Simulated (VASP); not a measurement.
# MoS2 (P-3m1) in VASP: settings compared, part 3 of 3

VASP 6.6.1. The steps go on from the part before.

## Step 4: Single point, PBE+U

This run uses another cell than the first one, of 18.98 Å³/atom.

File INCAR:

```
SYSTEM = MoS2
  PREC = Accurate
  ENCUT = 520
  EDIFF = 1E-6
  ISMEAR = -1
  SIGMA = 0.05
  LREAL = .False.
  LASPH = .True.
  NELM = 150
  ALGO = Normal
  ISIF = 2
  LWAVE = .False.
  LCHARG = .True.
  LMAXMIX = 4
  LDAU = .True.
  LDAUTYPE = 2
  LDAUL = 2 -1
  LDAUU = 5 0
  LDAUJ = 0 0
  LDAUPRINT = 1
  GGA = PE
  LELF = .True.
  LVHAR = .True.
  NBANDS = 20
```

File KPOINTS:

```
regular mesh
0
Gamma
  9 9 4
  0 0 0
```

File POSCAR:

```
MoS2
1.0
    3.2274645616      0.0000000000      0.0000000000
   -1.6137322808      2.7950663001      0.0000000000
    0.0000000000      0.0000000000      6.3124734200
Mo S
1 2
Direct
    0.0000000000      0.0000000000      0.5000000000
    0.6666666667      0.3333333333      0.7446806800
    0.3333333333      0.6666666667      0.2553193200
```

Potentials or basis: VASP PAW PBE potentials, release 64 (Mo_sv, S).

Run with:

```sh
$ cat potpaw_PBE.64/Mo_sv/POTCAR potpaw_PBE.64/S/POTCAR > POTCAR
$ mpirun -np 1 vasp_std > vasp.out
```

OUTCAR:

```text
SYSTEM = MoS2
   PREC = Accurate
   ENCUT = 520
   EDIFF = 1E-6
   ISMEAR = -1
   LREAL = .False.
   LASPH = .True.
   NELM = 150
   ISIF = 2
   GGA = PE

 ion  position               nearest neighbor table
   1  0.000  0.000  0.500-   2 2.42   3 2.42   3 2.42   2 2.42   2 2.42   3 2.42
   2  0.667  0.333  0.745-   1 2.42   1 2.42   1 2.42
   3  0.333  0.667  0.255-   1 2.42   1 2.42   1 2.42

  LATTYP: Found a hexagonal cell.
 ALAT       =     3.2274645616
 C/A-ratio  =     1.9558614199

  Lattice vectors:

 A1 = (   3.2274645616,   0.0000000000,   0.0000000000)
 A2 = (  -1.6137322808,   2.7950663001,   0.0000000000)
 A3 = (   0.0000000000,   0.0000000000,   6.3124734200)

Analysis of symmetry for initial positions (statically):
=====================================================================
 Subroutine PRICEL returns:
 Original cell was already a primitive cell.

 Routine SETGRP: Setting up the symmetry group for a
 hexagonal supercell.

 Subroutine GETGRP returns: Found 12 space group operations
 (whereof 12 operations were pure point group operations)
 out of a pool of 24 trial point group operations.

The static configuration has the point symmetry D_3d.

[... 197 lines left out ...]

 E-fermi :   7.0553     XC(G=0): -10.4488

 val. band max:        7.0543154715   @ k =   0.2222   0.2222   0.5000
 cond. band min:       7.2163978041   @ k =   0.0000   0.1111   0.2500
 fundamental gap:      0.1620823325
 Fermi energy:         7.0552577670

 k-point     1 :       0.0000    0.0000    0.0000
  band No.  band energies     occupation
      1     -55.2811      2.00000
      2     -29.2924      2.00000
      3     -29.2924      2.00000
      4     -29.2393      2.00000
      5      -7.8772      2.00000
      6      -6.4115      2.00000
[... 541 lines left out ...]
     19      15.1882      0.00000
     20      15.4120      0.00000

 [... further k-points ...]

------------------------ aborting loop because EDIFF is reached ----------------------------------------

  FORCE on cell =-STRESS in cart. coord.  units (eV):
  Direction    XX          YY          ZZ          XY          YZ          ZX
  --------------------------------------------------------------------------------------
  -------------------------------------------------------------------------------------
  Total        1.1402811      1.1402811      1.7829544      0.0000000      0.0000000      0.0000000
  in kB       32.0825839     32.0825839     50.1646355      0.0000000      0.0000000      0.0000000
  external PRESSURE =      38.1099344 kB  Pullay stress =       0.0000000 kB

 VOLUME and BASIS-vectors are now :
 -----------------------------------------------------------------------------
  energy-cutoff  :      520.00
  volume of cell :       56.94
      direct lattice vectors                 reciprocal lattice vectors
     3.227464562  0.000000000  0.000000000     0.309840737  0.178886633  0.000000000
    -1.613732281  2.795066300  0.000000000     0.000000000  0.357773266  0.000000000
     0.000000000  0.000000000  6.312473420     0.000000000  0.000000000  0.158416509

 POSITION                                       TOTAL-FORCE (eV/Angst)
 -----------------------------------------------------------------------------------
      0.00000      0.00000      3.15624         0.000000      0.000000      0.000000
      1.61373      0.93169      4.70078        -0.000000     -0.000000      0.504496
     -0.00000      1.86338      1.61170         0.000000      0.000000     -0.504496
 -----------------------------------------------------------------------------------
    total drift:                                0.000000     -0.000000      0.000000

  FREE ENERGIE OF THE ION-ELECTRON SYSTEM (eV)
  ---------------------------------------------------
  free  energy   TOTEN  =       -15.1040375548 eV

  energy  without entropy=      -15.0949583433  energy(sigma->0) =      -15.09949795
```

Wall time 64 s (1 thread of Intel Xeon 8259CL, shared host); peak memory 0.19 GiB.

Results:

```yaml
Free_energy: -15.1040 eV
Pressure: 3.8 GPa
Largest_force: 0.504 eV/Å
Band_gap_on_the_k_mesh: zero (bands 13 and 14 overlap by 1.14 eV)
```

Forces in eV/Å, atoms in the order of the input:
```
Mo   0.000  0.000  0.000
S    0.000  0.000  0.504
S    0.000  0.000 -0.504
```

Eigenvalues of the final occupation matrices:
```csv
site,spin,trace,eigenvalues
site 1 d,1,1.91,0.34 0.34 0.39 0.42 0.42
site 1 d,2,1.91,0.34 0.34 0.39 0.42 0.42
```

Caveat: the cell stands under pressure; this functional lacks dispersion, which binds the layers, so the pressure and a relaxed spacing across them are unreliable; U without spin polarisation on a metal has little footing.

## Step 5: Relaxation of cell and atoms, PBE exchange alone

This run uses another cell than the first one, of 18.98 Å³/atom.

File INCAR:

```
PREC     = Accurate       # precision mode
ENCUT    = 600            # plane-wave cutoff, eV
EDIFF    = 1E-6           # SCF threshold, eV
ISMEAR   = -1             # smearing method
SIGMA    = 0.05           # smearing width, eV
LREAL    = F              # projectors in reciprocal space
LASPH    = T              # aspherical terms in the spheres
NELM     = 100            # most SCF steps
ALGO     = Normal         # electronic algorithm
ISIF     = 3              # what is computed and relaxed
LWAVE    = F              # write WAVECAR
LCHARG   = F              # write CHGCAR
GGA      = PE             # functional
ALDAC    = 0.0          
AGGAC    = 0.0          
IBRION   = 2              # ionic algorithm
NSW      = 60             # ionic steps
EDIFFG   = -0.01          # ionic threshold
```

File KPOINTS:

```
regular mesh
0
Gamma
  9 9 4
```

POSCAR is that of step 4.

Run with:

```sh
$ cat potpaw_PBE.64/Mo_sv/POTCAR potpaw_PBE.64/S/POTCAR > POTCAR
$ mpirun -np 1 vasp_std > vasp.out
```

Wall time 17 min (1 thread of Intel Xeon 8259CL, shared host); peak memory 0.24 GiB.

The run converged. Its results:

| Item | Value |
| --- | --- |
| Free energy | -16.3722 eV |
| Relaxed volume | 26.37 Å³/atom |
| Relaxed cell | a = 3.436 Å, b = 3.436 Å, c = 7.739 Å, α = 90.00°, β = 90.00°, γ = 120.00° |
| Space group after relaxing (to 0.1 Å) | P-3m1 (No. 164) |
| Energy gained by relaxing | 156.0 meV/atom |
| Ionic steps | 25 |
| Pressure after relaxing | 0.0 GPa |
| Largest force after relaxing | 0.004 eV/Å |
| Band gap on the k mesh | zero (bands 13 and 14 overlap by 0.91 eV) |

Forces on the atoms (eV/Å):
```
Mo   0.000  0.000  0.000
S    0.000  0.000  0.004
S    0.000  0.000 -0.004
```

Step by step:
```
step  energy change (eV)  largest force (eV/Å)  pressure (GPa)  volume (Å³)
   1              0.0000                1.3044           16.54        56.94
   2              0.1936                2.2227          -11.01        74.67
   3             -0.3405                0.6612            0.16        63.89
   4             -0.3410                0.6129            0.54        63.66
   5             -0.3809                0.4262            0.32        64.85
   6             -0.3997                0.0934            0.00        67.14
   7             -0.4017                0.1724            0.06        66.60
   8             -0.4100                0.1082            0.39        66.89
   9             -0.4263                0.0931            1.42        67.75
  10             -0.4198                0.5430            3.86        69.40
  11             -0.4290                0.3153            2.59        68.54
  12             -0.4309                0.3034            2.51        68.71
  13             -0.4362                0.2704            2.27        69.21
  14             -0.4451                0.2067            1.79        70.20
  15             -0.4572                0.0866            0.94        72.20
  16             -0.4655                0.1230           -0.33        76.22
  17             -0.4655                0.1079           -0.27        75.96
  18             -0.4652                0.0747           -0.07        75.35
  19             -0.4654                0.0995           -0.20        75.79
  20             -0.4659                0.0851           -0.14        75.96
  21             -0.4668                0.0413            0.05        76.47
  22             -0.4673                0.0508            0.45        77.49
  23             -0.4674                0.0329            0.36        77.28
  24             -0.4677                0.0244            0.27        77.74
  25             -0.4681                0.0045            0.02        79.10
```

Final structure:
```yaml
crystal:
  lattice:
    - [3.43558, 0.00000, 0.00000]
    - [-1.71779, 2.97530, 0.00000]
    - [0.00000, 0.00000, 7.73869]
  atoms:
    - { symbol: Mo, position: [0.00000, 0.00000, 0.50000] }
    - { symbol: S, position: [0.66667, 0.33333, 0.70064] }
    - { symbol: S, position: [0.33333, 0.66667, 0.29936] }
```

Levels at points of the mesh, in eV from the Fermi level:
```tsv
k point	band 9	band 10	band 11	band 12	band 13	band 14	band 15	band 16	band 17
(0.00, 0.00, 0.00)	-3.68	-2.06	-0.79	-0.79	-0.58	-0.58	-0.32	2.86	2.86
(0.00, 0.00, 0.50)	-3.68	-2.44	-0.79	-0.79	-0.58	-0.58	-0.09	2.87	2.87
```

Caveat: the volume moved by over 15 % at a fixed basis, so the end points are rough.

## Step 6: Single point, r2SCAN+U

This run uses another cell than the first one, of 18.65 Å³/atom.

File POSCAR:

```
MoS2
1.0
    3.2343597471      0.0000000000      0.0000000000
   -1.6171798736      2.8010377060      0.0000000000
    0.0000000000      0.0000000000      6.1748235479
Mo S
1 2
Direct
    0.0000000000      0.0000000000      0.5000000000
    0.6666666667      0.3333333333      0.7499589635
    0.3333333333      0.6666666667      0.2500410365
```

File INCAR.step1:

```
SYSTEM = MoS2
  ALGO = Normal
  EDIFF = 1E-4
  ENCUT = 520
  GGA = PE
  ISMEAR = -1
  LASPH = .True.
  LCHARG = .False.
  LDAU = .True.
  LDAUJ = 0 0
  LDAUL = 2 -1
  LDAUTYPE = 2
  LDAUU = 5 0
  LMAXMIX = 4
  LREAL = .False.
  LWAVE = .True.
  NBANDS = 20
  NELM = 150
  PREC = Accurate
  SIGMA = 0.05
```

File INCAR.step2:

```
SYSTEM = MoS2
  ALGO = Normal
  EDIFF = 1E-6
  ENCUT = 520
  ISIF = 2
  ISMEAR = -1
  ISTART = 1
  LASPH = .True.
  LCHARG = .False.
  LDAU = .True.
  LDAUJ = 0 0
  LDAUL = 2 -1
  LDAUPRINT = 1
  LDAUTYPE = 2
  LDAUU = 5 0
  LMAXMIX = 4
  LMIXTAU = .True.
  LREAL = .False.
  LWAVE = .False.
  METAGGA = R2SCAN
  NBANDS = 20
  NELM = 150
  PREC = Accurate
  SIGMA = 0.05
```

File KPOINTS:

```
k-points
0
Gamma
  9 9 4
  0 0 0
```

Potentials or basis: VASP PAW PBE potentials, release 64 (Mo_sv, S).

Run with:

```sh
$ cat potpaw_PBE.64/Mo_sv/POTCAR potpaw_PBE.64/S/POTCAR > POTCAR
$ cp INCAR.step1 INCAR
$ mpirun -np 1 vasp_std > vasp.out
$ cp INCAR.step2 INCAR
$ mpirun -np 1 vasp_std > vasp.out
```

Run time: 3.1 min. Hardware: 1 thread of Intel Xeon 8259CL, shared host; peak memory 0.2 GiB.

Results (log left out):

```
Free energy            : -38.2830 eV
Pressure               : 2.8 GPa
Largest force          : 0.238 eV/Å
Band gap on the k mesh : zero (bands 13 and 14 overlap by 1.43 eV)
```

Forces on the atoms (eV/Å):
```
Mo   0.000  0.000  0.000
S    0.000  0.000  0.238
S    0.000  0.000 -0.238
```

Stress tensor (GPa, compression positive):
```
3.03 0.00 0.00
0.00 3.03 0.00
0.00 0.00 2.27
```

Levels at points of the mesh, in eV from the Fermi level:
```
           k point  band 10  band 11  band 12  band 13  band 14  band 15  band 16  band 17
(0.00, 0.00, 0.00)    -1.96    -1.10    -1.10    -0.95    -0.53    -0.53     3.34     3.34
(0.00, 0.00, 0.50)    -3.98    -1.11    -1.11    -0.62    -0.62     0.12     3.56     3.56
```

Eigenvalues of the final occupation matrices:
```csv
site,spin,trace,eigenvalues
site 1 d,1,1.88,0.33 0.33 0.36 0.43 0.43
site 1 d,2,1.88,0.33 0.33 0.36 0.43 0.43
```

Caveat: the PAW data sets were made with another functional, which shifts forces and pressure a little; U without spin polarisation on a metal has little footing.

## Step 7: Overview

| task | level | potentials or basis | U | cell | cutoff (eV) | gap on the mesh (eV) | pressure (GPa) | largest force (eV/Å) |
| --- | --- | --- | --- | --- | --- | --- | --- | --- |
| single point | PBE exchange alone | VASP PAW PBE potentials, release 64 (Mo_sv, S) | - | a = 3.438, b = 3.438, c = 7.993 Å, angles 90.0, 90.0, 120.0°, 3 atoms, atomic positions A | 520 | none | -0.1 | 0.01 |
| single point | LDA+U | VASP PAW LDA potentials, release 64 (Mo_sv, S) | Mo d U = 5.0 eV | a = 3.227, b = 3.227, c = 6.312 Å, angles 90.0, 90.0, 120.0°, 3 atoms, atomic positions B | 520 | none | -3.1 | 0.10 |
| single point | PBE+U | VASP PAW PBE potentials, release 64 (Mo_sv, S) | Mo d U = 5.0 eV | a = 3.227, b = 3.227, c = 6.312 Å, angles 90.0, 90.0, 120.0°, 3 atoms, atomic positions B | 520 | none | 3.8 | 0.50 |
| relaxation of cell and atoms | PBE exchange alone | VASP PAW PBE potentials, release 64 (Mo_sv, S) | - | relaxed from a = 3.227, b = 3.227, c = 6.312 Å, angles 90.0, 90.0, 120.0°, 3 atoms, atomic positions B | 600 | none | 0.0 | - |
| single point | r2SCAN+U | VASP PAW PBE potentials, release 64 (Mo_sv, S) | Mo d U = 5.0 eV | a = 3.234, b = 3.234, c = 6.175 Å, angles 90.0, 90.0, 120.0°, 3 atoms, atomic positions B | 520 | none | 2.8 | 0.24 |

Alike in all rows: no spin polarisation; k mesh 9 × 9 × 4; smearing fermi-dirac 0.05 eV.

Caveats: U without spin polarisation on a metal has little footing (at least some runs); the cell stands under tension (at least some runs); the cell stands under pressure (at least some runs); this functional lacks dispersion, which binds the layers, so the pressure and a relaxed spacing across them are unreliable (at least some runs); the volume moved by over 15 % at a fixed basis, so the end points are rough (at least some runs); the PAW data sets were made with another functional, which shifts forces and pressure a little (at least some runs).

Total energies depend on the potentials used, so only differences within one code and one set of settings carry meaning.
